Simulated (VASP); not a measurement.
Here is a VASP 6.6.1 calculation.

Contents of INCAR:

```
SYSTEM = Cu
PREC = Accurate
ENCUT = 520
EDIFF = 1E-6
ISMEAR = 0
SIGMA = 0.15
LREAL = .False.
LASPH = .True.
NELM = 80
ALGO = Fast
ISIF = 2
LWAVE = .False.
LCHARG = .False.
NBANDS = 12
```

KPOINTS

```
regular mesh
0
Gamma
  24 24 24
  0 0 0
```

Contents of POSCAR:

```
Cu
1.0
   -1.3849888966      1.3849888966      1.4244610801
    1.3849888966     -1.3849888966      1.4244610801
    1.3849888966      1.3849888966     -1.4244610801
Cu
1
Direct
    0.0000000000      0.0000000000      0.0000000000
```

Potentials or basis: VASP PAW LDA potentials, release 64 (Cu).

Command:

```bash
$ cat potpaw_LDA.64/Cu/POTCAR > POTCAR
$ mpirun -np 1 vasp_std > vasp.out
```

**Question.** What does it give for the pressure?

**Answer.** 1.4 GPa.

**Question.** What does it give for the band gap on the k mesh?

**Answer.** Zero (an odd number of electrons rules out a gap without spin polarisation).

Stress tensor (GPa, compression positive):
```
1.25 0.00 0.00
0.00 1.25 0.00
0.00 0.00 1.67
```
